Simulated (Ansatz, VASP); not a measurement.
**Two plane-wave programs on Si2W**

The input INCAR:

```
SYSTEM = Si2W
  ALGO = Normal
  EDIFF = 1E-6
  ENCUT = 520
  GGA = PE
  ISIF = 2
  ISMEAR = 0
  LASPH = .TRUE.
  LCHARG = .FALSE.
  LREAL = .FALSE.
  LWAVE = .FALSE.
  NBANDS = 43
  NELM = 80
  PREC = Accurate
  SIGMA = 0.03
```

Contents of KPOINTS:

```
k-points
0
G
  9 9 6
  0 0 0
```

File POSCAR:

```
Si2W
1.0
    4.6646658316      0.0000000000      0.0000000000
   -2.3323329158      4.0397191103      0.0000000000
    0.0000000000      0.0000000000      6.5044100356
Si W
6 3
Direct
    0.8676230516      0.7352461033      0.5000000000
    0.1323769484      0.8676230516      0.8333333333
    0.7352461033      0.8676230516      0.1666666667
    0.1323769484      0.2647538967      0.5000000000
    0.8676230516      0.1323769484      0.8333333333
    0.2647538967      0.1323769484      0.1666666667
    0.0000000000      0.5000000000      0.1666666667
    0.5000000000      0.5000000000      0.8333333333
    0.5000000000      0.0000000000      0.5000000000
```

Input for Ansatz:

```yaml
crystal:
  lattice:
    - [4.6646658316, 0.0, 0.0]
    - [-2.3323329158, 4.0397191103, 0.0]
    - [0.0, 0.0, 6.5044100356]
  atoms:
    - { symbol: Si, position: [0.8676230516, 0.7352461033, 0.5] }
    - { symbol: Si, position: [0.1323769484, 0.8676230516, 0.8333333333] }
    - { symbol: Si, position: [0.7352461033, 0.8676230516, 0.1666666667] }
    - { symbol: Si, position: [0.1323769484, 0.2647538967, 0.5] }
    - { symbol: Si, position: [0.8676230516, 0.1323769484, 0.8333333333] }
    - { symbol: Si, position: [0.2647538967, 0.1323769484, 0.1666666667] }
    - { symbol: W, position: [0.0, 0.5, 0.1666666667] }
    - { symbol: W, position: [0.5, 0.5, 0.8333333333] }
    - { symbol: W, position: [0.5, 0.0, 0.5] }
basis:
  ecutwfc: 420
kpoints:
  mp_grid: { grid: [9, 9, 6] }
hamiltonian:
  xc: pbe
  pseudopotentials: { kind: paw, azcp: { folder: soft_1 } }
scf:
  occupations: { method: gaussian, width: 0.03 }
output:
  forces: true
  stress: true
  eigenvalues: true
```

Alike in both runs: task single point; functional PBE; k mesh 9 × 9 × 6; occupations gaussian, width 0.03 eV; no spin polarisation.

|  | VASP | Ansatz |
| --- | --- | --- |
| version | VASP 6.6.1 | Ansatz 0.2.0 |
| potentials or method | VASP PAW PBE potentials, release 64 (Si, W_sv), cutoff 520 eV | scalar-relativistic, plane waves, PAW |
| valence electrons in the cell | 66 | 66 |

|  | VASP | Ansatz | Ansatz less VASP |
| --- | --- | --- | --- |
| gap on the k mesh at the Fermi level (eV) | none | none | - |
| pressure (GPa) | 11.1 | 11.1 | +0.08 |
| traceless stress, the component that is largest in VASP (GPa) | -4.28 | -4.27 | +0.008 |
| rms of the force components (eV/Å) | 2.801 | 2.815 | +0.0146 |

Atom by atom the forces differ by 0.015 eV/Å (rms over components). A gap of «none» marks a metal or a gap that the smearing closes.

Spin-orbit coupling is off throughout.
